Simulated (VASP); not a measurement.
Here is a VASP 6.6.1 calculation.

The input INCAR:

```
SYSTEM = Si2Mo
ALGO = Normal
EDIFF = 1E-6
ENCUT = 500
GGA = LIBXC
GGA_COMPAT = .FALSE.
ISIF = 2
ISMEAR = -1
LASPH = .TRUE.
LCHARG = .FALSE.
LIBXC1 = GGA_X_PBE_SOL
LIBXC2 = GGA_C_PBE
LMAXMIX = 4
LNONCOLLINEAR = .TRUE.
LORBIT = 11
LORBMOM = .TRUE.
LREAL = .FALSE.
LSORBIT = .TRUE.
LWAVE = .FALSE.
MAGMOM = -0.445 0.011 -0.067 0 0 0 0 0 0
NBANDS = 35
NELM = 200
PREC = Accurate
SIGMA = 0.15
```

File KPOINTS:

```
k-points
0
G
  9 9 9
  0 0 0
```

POSCAR

```
Si2Mo
1.0
   -1.6000000000      1.6000000000      3.9305000000
    1.6000000000     -1.6000000000      3.9305000000
    1.6000000000      1.6000000000     -3.9305000000
Mo Si
1 2
Direct
    0.0000000000      0.0000000000      0.0000000000
    0.6670000000      0.6670000000      0.0000000000
    0.3330000000      0.3330000000      0.0000000000
```

Potentials or basis: VASP PAW PBE potentials, release 64 (Mo_sv, Si).

Command:

```bash
$ cat potpaw_PBE.64/Mo_sv/POTCAR potpaw_PBE.64/Si/POTCAR > POTCAR
$ mpirun -np 1 vasp_ncl > vasp.out
```

Problem. Estimate the net moment.

Solution. 0.00 μB per cell.

Problem. Estimate the largest force.

Solution. 0.290 eV/Å.

Problem. What does it give for the pressure?

Solution. -4.1 GPa.

Stress tensor (GPa, compression positive):
```
-3.90  0.00  0.00
 0.00 -3.90  0.00
 0.00  0.00 -4.39
```

Caveat: the cell stands under tension; the PAW data sets were made with another functional, which shifts forces and pressure a little.
